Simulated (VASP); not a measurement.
# SnSe (Fm-3m) in VASP: a series of runs, part 2 of 3

VASP 6.6.1. Earlier steps stand in the parts before.

## 4. Vibrations by perturbation theory, PBEsol (phonons at volume x 0.98)

Input file INCAR:

```
SYSTEM = SnSe
PREC = Accurate
ENCUT = 500
EDIFF = 1E-8
ISMEAR = 0
SIGMA = 0.01
LREAL = .FALSE.
LASPH = .TRUE.
NELM = 120
ALGO = Normal
ISIF = 2
LWAVE = .FALSE.
LCHARG = .FALSE.
GGA = PS
IBRION = 8
NSW = 1
LEPSILON = .TRUE.
GGA_COMPAT = .FALSE.
```

Input file KPOINTS:

```
regular mesh
0
G
  8 8 8
  0 0 0
```

Input file POSCAR:

```
SnSe
1.0
    0.0000000000      2.9528026911      2.9528026911
    2.9528026911      0.0000000000      2.9528026911
    2.9528026911      2.9528026911      0.0000000000
Sn Se
1 1
Direct
    0.0000000000      0.0000000000      0.0000000000
    0.5000000000      0.5000000000      0.5000000000
```

Potentials or basis: VASP PAW PBE potentials, release 64 (Sn_d, Se).

Launch:

```sh
> cat potpaw_PBE.64/Sn_d/POTCAR potpaw_PBE.64/Se/POTCAR > POTCAR
> mpirun -np 1 vasp_std > vasp.out
```

OUTCAR:

```text
SYSTEM = SnSe
   PREC = Accurate
   ENCUT = 500
   EDIFF = 1E-8
   ISMEAR = 0
   LREAL = .FALSE.
   LASPH = .TRUE.
   NELM = 120
   ISIF = 2
   GGA = PS
   IBRION = 8
   NSW = 1
   LEPSILON = .TRUE.

 ion  position               nearest neighbor table
   1  0.000  0.000  0.000-   2 2.95   2 2.95   2 2.95   2 2.95   2 2.95   2 2.95
   2  0.500  0.500  0.500-   1 2.95   1 2.95   1 2.95   1 2.95   1 2.95   1 2.95

  LATTYP: Found a face centered cubic cell.
 ALAT       =     5.9056053822

  Lattice vectors:

 A1 = (   0.0000000000,   2.9528026911,   2.9528026911)
 A2 = (   2.9528026911,   0.0000000000,   2.9528026911)
 A3 = (   2.9528026911,   2.9528026911,   0.0000000000)

Analysis of symmetry for initial positions (statically):
=====================================================================
 Subroutine PRICEL returns:
 Original cell was already a primitive cell.

 Routine SETGRP: Setting up the symmetry group for a
 face centered cubic supercell.

 Subroutine GETGRP returns: Found 48 space group operations
[... 9 lines left out ...]

 Routine SETGRP: Setting up the symmetry group for a
 face centered cubic supercell.

 Subroutine GETGRP returns: Found 48 space group operations
[... 11 lines left out ...]
                                     Primitive cell

  volume of cell :      51.4912

  direct lattice vectors                    reciprocal lattice vectors
     0.000000000  2.952802691  2.952802691    -0.169330650  0.169330650  0.169330650
     2.952802691  0.000000000  2.952802691     0.169330650 -0.169330650  0.169330650
     2.952802691  2.952802691  0.000000000     0.169330650  0.169330650 -0.169330650

  length of vectors
     4.175893613  4.175893613  4.175893613     0.293289290  0.293289290  0.293289290

  position of ions in fractional coordinates (direct lattice)
     0.000000000  0.000000000  0.000000000
     0.500000000  0.500000000  0.500000000

  ion indices of the primitive-cell ions
   primitive index   ion index
                 1           1
                 2           2

----------------------------------------------------------------------------------------

 KPOINTS: regular mesh

Automatic generation of k-mesh.
 Grid dimensions read from file:
 generate k-points for:    8    8    8

 Generating k-lattice:

  Cartesian coordinates                     Fractional coordinates (reciprocal lattice)
    -0.021166331  0.021166331  0.021166331     0.125000000  0.000000000  0.000000000
     0.021166331 -0.021166331  0.021166331     0.000000000  0.125000000  0.000000000
     0.021166331  0.021166331 -0.021166331     0.000000000  0.000000000  0.125000000

  Length of vectors
[... 572 lines left out ...]
     0.00000  0.00000 -0.02164           (  0.00000  0.00000  0.00002)

 PIEZOELECTRIC TENSOR FIELD DIRECTION 3  (C/m^2)
 -----------------------------------------------------------------------------
     0.00444  0.00000  0.00000
     0.00000  0.00444  0.00000
     0.00000  0.00000 -0.00673

--------------------------------------- Ionic step        4  -------------------------------------------

------------------------ aborting loop because EDIFF is reached ----------------------------------------

[... ionic steps 5 to 6 ...]

--------------------------------------- Ionic step        7  -------------------------------------------

 Free energy of the ion-electron system (eV)
  ---------------------------------------------------
  ---------------------------------------------------
  free energy    TOTEN  =        -0.08301804 eV

  energy without entropy =       -0.08301804

------------------------ aborting loop because EDIFF is reached ----------------------------------------

 INTERNAL STRAIN TENSOR  FOR ION    2  DIRECTION 1   (eV/Angst):
 -----------------------------------------------------------------------------
    -0.00457 -0.00000  0.00000
     0.00000  0.00491  0.00000
     0.00000  0.00000  0.00491

 MACROSCOPIC STATIC DIELECTRIC TENSOR (including local field effects in DFT)
 ------------------------------------------------------
          29.820130    -0.000000     0.000000
          -0.000000    29.820130    -0.000000
           0.000000     0.000000    29.820130
 ------------------------------------------------------

 PIEZOELECTRIC TENSOR (including local field effects)  for field in x, y, z        (e  Angst)
          XX          YY          ZZ          XY          YZ          ZX
  --------------------------------------------------------------------------------
  x     0.00000     0.00000     0.00000     0.00000     0.00000     0.00000
  y     0.00000     0.00000     0.00000     0.00000     0.00000     0.00000
  z     0.00000     0.00000     0.00000     0.00000     0.00000     0.00000

 PIEZOELECTRIC TENSOR (including local field effects)  for field in x, y, z        (C/m^2)
          XX          YY          ZZ          XY          YZ          ZX
  --------------------------------------------------------------------------------
  x     0.00000     0.00000     0.00000     0.00000     0.00000     0.00000
  y     0.00000     0.00000     0.00000     0.00000     0.00000     0.00000
  z     0.00000     0.00000     0.00000     0.00000     0.00000     0.00000

 BORN EFFECTIVE CHARGES (including local field effects) (in |e|, cummulative output)
 ---------------------------------------------------------------------------------
 ion    1
    1     5.85187     0.00000     0.00000
    2     0.00000     5.85187     0.00000
    3     0.00000     0.00000     5.85187
 ion    2
    1    -5.85187     0.00000     0.00000
    2     0.00000    -5.85187     0.00000
    3     0.00000     0.00000    -5.85187

 INTERNAL STRAIN TENSOR FOR ION    2 for displacements in x,y,z  (eV/Angst):
          X           Y           Z          XY          YZ          ZX
  --------------------------------------------------------------------------------
  x     0.00000     0.00000     0.00000     0.00000     0.00000     0.00000
  y     0.00000     0.00000     0.00000     0.00000     0.00000     0.00000
  z     0.00000     0.00000     0.00000     0.00000     0.00000     0.00000

 SECOND DERIVATIVES (NOT SYMMETRIZED)
 ------------------------------------
               1X          1Y          1Z          2X          2Y          2Z
  1X    -0.636045    0.000000    0.000000    0.636045    0.000000    0.000000
  1Y     0.000000   -0.636045    0.000000    0.000000    0.636045    0.000000
  1Z     0.000000    0.000000   -0.636045    0.000000    0.000000    0.636045
  2X     0.600697    0.000000    0.000000   -0.600697    0.000000    0.000000
  2Y     0.000000    0.600697    0.000000    0.000000   -0.600697    0.000000
  2Z     0.000000    0.000000    0.600697    0.000000    0.000000   -0.600697

 Eigenvectors and eigenvalues of the dynamical matrix
 ----------------------------------------------------

   1 f  =    1.780286 THz    11.185867 2PiTHz   59.383949 cm-1     7.362668 meV
             X         Y         Z           dx          dy          dz
      0.000000  0.000000  0.000000     0.341051   -0.544945   -0.000000
      2.952803  2.952803  2.952803    -0.406361    0.649300    0.000000
[... 21 lines left out ...]
   6 f/i=    0.025062 THz     0.157466 2PiTHz    0.835963 cm-1     0.103646 meV
             X         Y         Z           dx          dy          dz
      0.000000  0.000000  0.000000    -0.000508   -0.201462    0.739008
      2.952803  2.952803  2.952803    -0.000426   -0.169083    0.620235

--------------------------------------------------------------------------------------------------------

 MACROSCOPIC STATIC DIELECTRIC TENSOR IONIC CONTRIBUTION
 ------------------------------------------------------
         194.533707     0.000000     0.000000
           0.000000   194.533707     0.000000
           0.000000     0.000000   194.533707
 ------------------------------------------------------

 ELASTIC MODULI CONTR FROM IONIC RELAXATION (kBar)
 Direction    XX          YY          ZZ          XY          YZ          ZX
 --------------------------------------------------------------------------------
 XX           0.0000      0.0000      0.0000      0.0000      0.0000      0.0000
 YY           0.0000      0.0000      0.0000      0.0000      0.0000      0.0000
 ZZ           0.0000      0.0000      0.0000      0.0000      0.0000      0.0000
 XY           0.0000      0.0000      0.0000      0.0000      0.0000      0.0000
 YZ           0.0000      0.0000      0.0000      0.0000      0.0000      0.0000
 ZX           0.0000      0.0000      0.0000      0.0000      0.0000      0.0000
 --------------------------------------------------------------------------------

 PIEZOELECTRIC TENSOR IONIC CONTR  for field in x, y, z        (C/m^2)
          XX          YY          ZZ          XY          YZ          ZX
  --------------------------------------------------------------------------------
  x     0.00000     0.00000     0.00000     0.00000     0.00000     0.00000
  y     0.00000     0.00000     0.00000     0.00000     0.00000     0.00000
  z     0.00000     0.00000     0.00000     0.00000     0.00000     0.00000
```

OSZICAR:

```text
N       E                     dE             d eps       ncg     rms          rms(c)
DAV:   1     0.125438271059E+03    0.12544E+03   -0.10013E+04   836   0.176E+03
[... 208 lines left out ...]
RMM:   6    -0.830215489610E-01    0.12632E-04   -0.21246E-07  2949   0.319E-03    0.162E-03
RMM:   7    -0.830188841867E-01    0.26648E-05   -0.18196E-08  3029   0.951E-04    0.357E-04
RMM:   8    -0.830185645380E-01    0.31965E-06    0.29418E-08  3117   0.275E-04    0.155E-04
RMM:   9    -0.830181063042E-01    0.45823E-06    0.26029E-07  3041   0.118E-04    0.108E-05
RMM:  10    -0.830180222258E-01    0.84078E-07    0.65963E-08  3268   0.415E-05    0.643E-06
RMM:  11    -0.830180395142E-01   -0.17288E-07   -0.49089E-08  2938   0.206E-05    0.173E-06
RMM:  12    -0.830180425444E-01   -0.30302E-08    0.97586E-09  2609   0.144E-05    0.852E-07
 Linear response finished
```

stdout:

```text
POSCAR found type information on POSCAR SnSe
 POSCAR found :  2 types and       2 ions
 scaLAPACK will be used
 -----------------------------------------------------------------------------
|                                                                             |
|                                                                             |
|     You enforced a specific xc type in the INCAR file but a different       |
[... 39 lines left out ...]
 force on displaced ion       1 direction 1 :  -0.636   0.000   0.000
 Born effective charge ion    1 direction 1 :   6.202   0.000   0.000
 Linear response progress:
 first order change of Fermi-energy  -0.36772E-03
 force on displaced ion       2 direction 1 :  -0.601   0.000   0.000
 Born effective charge ion    2 direction 1 :  -5.502   0.000   0.000
 Born effective charges drift removed
 Linear response finished
```

Wall time 3.8 min (1 thread of Intel Xeon 6975P-C (Granite Rapids), shared host); peak memory 0.27 GiB.

Results:

| Property | Result |
| --- | --- |
| Electronic dielectric tensor (diagonal) | 29.82 |
| Born charges (mean of the diagonal) | Sn +5.85; Se -5.85 e |
| Highest phonon frequency at Γ, LO-TO splitting left out | 59 cm⁻¹ |

Phonon frequencies in cm⁻¹ (negative: imaginary):
```csv
q point,frequencies
"(0.000, 0.000, 0.000)",-1 -1 -1 59 59 59
```

Electronic dielectric tensor:
```
29.82  0.00  0.00
 0.00 29.82  0.00
 0.00  0.00 29.82
```

Born effective charge tensors (e):
atom 1, Sn
```
5.85 0.00 0.00
0.00 5.85 0.00
0.00 0.00 5.85
```
atom 2, Se
```
-5.85  0.00  0.00
 0.00 -5.85  0.00
 0.00  0.00 -5.85
```

Caveat: the cell differs from its parent crystal (phonons at volume x 0.98); the cell wasn't relaxed at this level first, which shifts response properties; spin-orbit coupling is left out, which moves the levels of the heavy elements.

(Part 2 of 3 ends here.)
